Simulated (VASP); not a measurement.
Write the native input for VASP 6.6.1 that does the following.

* Task: single point
* Functional: PBEsol
* Potentials or basis: VASP PAW PBE potentials, release 64 (Na_pv, H)
* Cutoff: 500 eV
* k mesh: 10 × 10 × 10
* Occupations: gaussian, width 0.05 eV
* Spin: no spin polarisation
* Dipole correction: no
* Further INCAR settings: ALGO = Normal; EDIFF = 1e-06; NBANDS = 11

The structure of NaH lies in POSCAR:

```
NaH
1.0
    3.0290021000      0.0000000000      0.0000000000
    0.0000000000      2.8812459000      0.0000000000
    0.0000000000      0.0000000000      2.9551240000
Na H
1 1
Direct
    0.0000000000      0.0000000000      0.0000000000
    0.5000000000      0.5000000000      0.5000000000
```

This cell differs from its parent crystal: strain +0.0250 x Voigt [1, -1, 0, 0, 0, 0].

These files were run (other wordings do the same):

INCAR

```
PREC = Accurate ; ENCUT = 500
EDIFF = 1E-6 ; ISMEAR = 0
SIGMA = 0.05 ; LREAL = F
LASPH = T ; NELM = 120
ALGO = Normal ; ISIF = 2
LWAVE = F ; LCHARG = T
GGA = PS ; LELF = T
LVHAR = T ; NBANDS = 11
GGA_COMPAT = F
```

KPOINTS

```
regular mesh
0
Gamma
  10 10 10
```

Potentials or basis: VASP PAW PBE potentials, release 64 (Na_pv, H).

Command:

```console
$ cat potpaw_PBE.64/Na_pv/POTCAR potpaw_PBE.64/H/POTCAR > POTCAR
$ mpirun -np 1 vasp_std > vasp.out
```

Results of the run:

```json
{
 "Pressure": "-0.4 GPa",
 "Band gap on the k mesh": "0.56 eV (least direct gap 4.24 eV)"
}
```

Caveat: the cell differs from its parent crystal (strain +0.0250 x Voigt [1, -1, 0, 0, 0, 0]); the PAW data sets were made with another functional, which shifts forces and pressure a little.

It took 34 s on 1 thread of AMD EPYC 7R13 Processor (Zen 3) (shared host), peak memory 0.14 GiB.
